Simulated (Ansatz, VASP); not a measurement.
**Two plane-wave programs on V**

File INCAR:

```
  PREC = Accurate
  ENCUT = 600
  EDIFF = 1E-6
  ISMEAR = 0
  SIGMA = 0.1
  LREAL = F
  LASPH = T
  NELM = 100
  ALGO = Normal
  ISIF = 3
  LWAVE = F
  LCHARG = F
  GGA = PS
  IBRION = 2
  NSW = 80
  EDIFFG = -0.01
```

The input KPOINTS:

```
Automatic mesh
0
Gamma
  20 20 20
```

The input POSCAR:

```
V
1.0
   -1.4825110323      1.4825110323      1.4825110323
    1.4825110323     -1.4825110323      1.4825110323
    1.4825110323      1.4825110323     -1.4825110323
V
1
Direct
    0.0000000000      0.0000000000      0.0000000000
```

Input for Ansatz:

```yaml
crystal:
  lattice:
    - [-1.4825110326, 1.4825110326, 1.4825110326]
    - [1.4825110326, -1.4825110326, 1.4825110326]
    - [1.4825110326, 1.4825110326, -1.4825110326]
  atoms:
    - { symbol: V, position: [0.0, 0.0, 0.0] }
basis:
  ecutwfc: 420
kpoints:
  mp_grid: { grid: [20, 20, 20] }
hamiltonian:
  xc: pbesol
scf:
  occupations: { method: gaussian, width: 0.1 }
output:
  forces: true
  stress: true
  eigenvalues: true
relax:
  adjacent_minimum: "off"
  f_tol: 0.01
  max_steps: 60
  cell: { stress_tol: 0.1 }
```

Alike in both runs: task relaxation of cell and atoms; functional PBEsol; k mesh 20 × 20 × 20; occupations gaussian, width 0.1 eV; no spin polarisation.

```csv
,VASP,Ansatz
version,VASP 6.6.1,Ansatz 0.2.0
potentials or method,"VASP PAW PBE potentials, release 64 (V_sv), cutoff 600 eV","scalar-relativistic, plane waves, PAW"
valence electrons in the cell,13,13
```

|  | VASP | Ansatz | Ansatz less VASP |
| --- | --- | --- | --- |
| gap on the k mesh at the Fermi level, each at its own relaxed structure (eV) | none | none | - |
| relaxed volume (Å³/atom) | 12.96 | 12.95 | -0.009 |
| relaxed cell length with the largest relative difference (Å) | 2.563 | 2.562 | -0.0006 |

VASP's potentials were made for PBE, not for PBEsol. A gap of «none» marks a metal or a gap that the smearing closes.
